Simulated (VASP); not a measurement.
A run of VASP 6.6.1 is set up as follows.

The input INCAR:

```
SYSTEM = GaSb
ALGO = Normal
EDIFF = 1E-6
ENCUT = 520
GGA = PE
ISIF = 2
ISMEAR = 0
LASPH = .TRUE.
LCHARG = .FALSE.
LREAL = .FALSE.
LWAVE = .FALSE.
NBANDS = 16
NELM = 100
PREC = Accurate
SIGMA = 0.15
```

File KPOINTS:

```
k-points
0
G
  14 14 14
  0 0 0
```

Contents of POSCAR:

```
GaSb
1.0
    0.0000000000      3.1630430946      3.0795863057
    3.0795863057      0.0000000000      3.0795863057
    3.0795863057      3.1630430946      0.0000000000
Ga Sb
1 1
Direct
    0.0000000000      0.0000000000      0.0000000000
    0.7500000000      0.7500000000      0.7500000000
```

Potentials or basis: VASP PAW PBE potentials, release 64 (Ga_d, Sb).

Launch:

```bash
$ cat potpaw_PBE.64/Ga_d/POTCAR potpaw_PBE.64/Sb/POTCAR > POTCAR
$ mpirun -np 1 vasp_std > vasp.out
```

Problem. Predict the band gap on the k mesh.

Solution. Zero (filled and empty bands touch).

Problem. Estimate the pressure.

Solution. 0.1 GPa.

Stress tensor (GPa, compression positive):
```
 0.44  0.00  0.00
 0.00 -0.72  0.00
 0.00  0.00  0.44
```

Caveat: spin-orbit coupling is left out, which moves the levels of the heavy elements.
